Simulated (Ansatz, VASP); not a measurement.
Two plane-wave programs on BN

The input INCAR:

```
PREC = Accurate
ENCUT = 520
EDIFF = 1E-7
ISMEAR = 0
SIGMA = 0.05
LREAL = F
LASPH = T
NELM = 60
ALGO = Normal
ISIF = 2
LWAVE = F
LCHARG = T
GGA = PS
LELF = T
LVHAR = T
NBANDS = 26
```

KPOINTS

```
regular mesh
0
Gamma
  6 6 10
```

The input POSCAR:

```
BN
1.0
    4.4972000000      0.0000000000      0.0000000000
    0.0000000000      4.4972000000      0.0000000000
    0.0000000000      0.0000000000      2.3858000000
B N
4 4
Direct
    0.1741337327      0.8258662673      0.5000000000
    0.3258662673      0.3258662673      0.0000000000
    0.6741337327      0.6741337327      0.0000000000
    0.8258662673      0.1741337327      0.5000000000
    0.8123909516      0.8123909516      0.5000000000
    0.3123909516      0.6876090484      0.0000000000
    0.6876090484      0.3123909516      0.0000000000
    0.1876090484      0.1876090484      0.5000000000
```

Input for Ansatz:

```yaml
crystal:
  lattice:
    - [4.4972, 0.0, 0.0]
    - [0.0, 4.4972, 0.0]
    - [0.0, 0.0, 2.3858]
  atoms:
    - { symbol: B, position: [0.1741337327, 0.8258662673, 0.5] }
    - { symbol: B, position: [0.3258662673, 0.3258662673, 0.0] }
    - { symbol: B, position: [0.6741337327, 0.6741337327, 0.0] }
    - { symbol: B, position: [0.8258662673, 0.1741337327, 0.5] }
    - { symbol: "N", position: [0.8123909516, 0.8123909516, 0.5] }
    - { symbol: "N", position: [0.3123909516, 0.6876090484, 0.0] }
    - { symbol: "N", position: [0.6876090484, 0.3123909516, 0.0] }
    - { symbol: "N", position: [0.1876090484, 0.1876090484, 0.5] }
basis:
  ecutwfc: 520.0
kpoints:
  mp_grid: { grid: [6, 6, 10] }
hamiltonian:
  xc: pbesol
  pseudopotentials: { kind: paw, azcp: { folder: soft_1 } }
scf:
  occupations: { method: gaussian, width: 0.05 }
output:
  forces: true
  stress: true
  eigenvalues: true
```

Alike in both runs: task single point; functional PBEsol; k mesh 6 × 6 × 10; occupations gaussian, width 0.05 eV; no spin polarisation.

|  | VASP | Ansatz |
| --- | --- | --- |
| version | VASP 6.6.1 | Ansatz 0.2.0 |
| potentials or method | VASP PAW PBE potentials, release 64 (B, N), cutoff 520 eV | scalar-relativistic, plane waves, PAW |
| valence electrons in the cell | 32 | 32 |

Ansatz gave:

| Item | Value |
| --- | --- |
| gap on the k mesh at the Fermi level (eV) | 4.46 |
| least direct gap on the mesh (eV) | 5.76 |
| pressure (GPa) | 11.9 |
| traceless stress, the component that is largest in VASP (GPa) | 53.28 |
| rms of the force components (eV/Å) | 0.352 |

**Question.** Which values does VASP return?

**Answer.** gap on the k mesh at the Fermi level (eV): 4.44; least direct gap on the mesh (eV): 5.74; pressure (GPa): 12.7; traceless stress, the component that is largest in VASP (GPa): 53.79; rms of the force components (eV/Å): 0.367.

VASP's potentials were made for PBE, not for PBEsol, and Ansatz warns of the same on its side. Atom by atom the forces differ by 0.018 eV/Å (rms over components).
